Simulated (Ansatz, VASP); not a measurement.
**Two plane-wave programs on Al2O3**

Contents of INCAR:

```
PREC = Accurate
ENCUT = 520
EDIFF = 1E-6
ISMEAR = 0
SIGMA = 0.05
LREAL = False
LASPH = True
NELM = 60
ALGO = Normal
ISIF = 2
LWAVE = False
LCHARG = False
GGA = PE
IVDW = 12
NBANDS = 20
```

The input KPOINTS:

```
Automatic mesh
0
Gamma
  12 12 4
```

POSCAR

```
Al2O3
1.0
    2.9708546968      0.0000000000      0.0000000000
   -1.4854273484      2.5728356383      0.0000000000
    0.0000000000      0.0000000000      9.1967031431
Al O
2 3
Direct
    0.0000000000      0.0000000000      0.1499923300
    0.0000000000      0.0000000000      0.8500076700
    0.3333333333      0.6666666667      0.2223169200
    0.6666666667      0.3333333333      0.0000000000
    0.3333333333      0.6666666667      0.7776830800
```

Input for Ansatz:

```yaml
crystal:
  lattice:
    - [2.9708546968, 0.0, 0.0]
    - [-1.4854273484, 2.5728356383, 0.0]
    - [0.0, 0.0, 9.1967031431]
  atoms:
    - { symbol: Al, position: [0.0, 0.0, 0.14999233] }
    - { symbol: Al, position: [0.0, 0.0, 0.85000767] }
    - { symbol: O, position: [0.3333333333, 0.6666666667, 0.22231692] }
    - { symbol: O, position: [0.6666666667, 0.3333333333, 0.0] }
    - { symbol: O, position: [0.3333333333, 0.6666666667, 0.77768308] }
basis:
  ecutwfc: 420
kpoints:
  mp_grid: { grid: [12, 12, 4] }
hamiltonian:
  xc: pbe
  dispersion: d3bj
scf:
  occupations: { method: gaussian, width: 0.05 }
output:
  forces: true
  stress: true
  eigenvalues: true
```

Change from the starting cell: strain +0.030 along x and y, -0.015 along z, atoms carried along.

Alike in both runs: task single point; functional PBE; dispersion D3(BJ); k mesh 12 × 12 × 4; occupations gaussian, width 0.05 eV; no spin polarisation.

```csv
,VASP,Ansatz
version,VASP 6.6.1,Ansatz 0.2.0
potentials or method,"VASP PAW PBE potentials, release 64 (Al, O), cutoff 520 eV","scalar-relativistic, plane waves, PAW"
valence electrons in the cell,24,24
```

VASP gave:

```
gap on the k mesh at the Fermi level (eV)                     : 3.99
least direct gap on the mesh (eV)                             : 4.19
pressure (GPa)                                                : -9.1
traceless stress, the component that is largest in VASP (GPa) : 8.63
rms of the force components (eV/Å)                            : 0.278
```

Problem. What did Ansatz give for the same quantities?

Solution. gap on the k mesh at the Fermi level (eV): 4.01; least direct gap on the mesh (eV): 4.21; pressure (GPa): -9.0; traceless stress, the component that is largest in VASP (GPa): 8.80; rms of the force components (eV/Å): 0.263.

Atom by atom the forces differ by 0.015 eV/Å (rms over components).
